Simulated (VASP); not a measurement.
Here is a VASP 6.6.1 calculation.

Contents of INCAR:

```
SYSTEM = Cd
PREC = Accurate
ENCUT = 630
EDIFF = 1E-6
ISMEAR = -1
SIGMA = 0.6
LREAL = .FALSE.
LASPH = .TRUE.
NELM = 120
ALGO = Normal
ISIF = 2
LWAVE = .FALSE.
LCHARG = .TRUE.
GGA = CA
LELF = .TRUE.
LVHAR = .TRUE.
NBANDS = 27
GGA_COMPAT = .FALSE.
```

The input KPOINTS:

```
Automatic mesh
0
G
  13 13 6
  0 0 0
```

Contents of POSCAR:

```
Cd
1.0
    2.8818641727      0.0000000000      0.0000000000
   -1.4409320863      2.4957675838      0.0000000000
    0.0000000000      0.0000000000      5.6383707528
Cd
2
Direct
    0.3333333333      0.6666666667      0.2500000000
    0.6666666667      0.3333333333      0.7500000000
```

Potentials or basis: VASP PAW LDA potentials, release 64 (Cd_sv_GW).

The run is started by

```console
$ cat potpaw_LDA.64/Cd_sv_GW/POTCAR > POTCAR
$ mpirun -np 1 vasp_std > vasp.out
```

**Question.** Predict the pressure.

**Answer.** 1.7 GPa.

**Question.** What does it give for the band gap on the k mesh?

**Answer.** Zero (bands 20 and 21 overlap by 4.68 eV).

Stress tensor (GPa, compression positive):
```
 2.78  0.00  0.00
 0.00  2.78  0.00
 0.00  0.00 -0.35
```

Caveat: so wide a smearing shifts energies and pressures.
